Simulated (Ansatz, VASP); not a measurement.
# Se3Br in VASP and in Ansatz

```
Se Br
1.0
    -1.90124    1.90124    8.48190
     1.90124   -1.90124    8.48190
     1.90124    1.90124   -8.48190
Se Br
3 1
Cartesian
  1.9012 0.0000 4.2409
  0.0000 1.9012 4.2409
  0.0000 0.0000 8.4819
  0.0000 0.0000 0.0000
```

Alike in both runs: task single point; functional PBE; k mesh 4 × 4 × 4; occupations gaussian, width 0.1 eV; no spin polarisation.

```csv
,VASP,Ansatz
version,VASP 6.6.1,Ansatz 0.2.0
potentials or method,"VASP PAW PBE potentials, release 64 (Se, Br), cutoff 520 eV","scalar-relativistic, plane waves, PAW"
valence electrons in the cell,25,55
```

|  | VASP | Ansatz | Ansatz less VASP |
| --- | --- | --- | --- |
| gap on the k mesh at the Fermi level (eV) | none | none | - |
| pressure (GPa) | 0.1 | 0.1 | -0.01 |

A gap of «none» marks a metal or a gap that the smearing closes. The functional is the same, so the differences come from potentials, cutoffs and numerics. VASP's potentials hold 25 valence electrons a cell and Ansatz's 55, so a difference there can come from the potentials and not from the codes.

The k mesh is coarse, so the values compare programs but aren't converged.
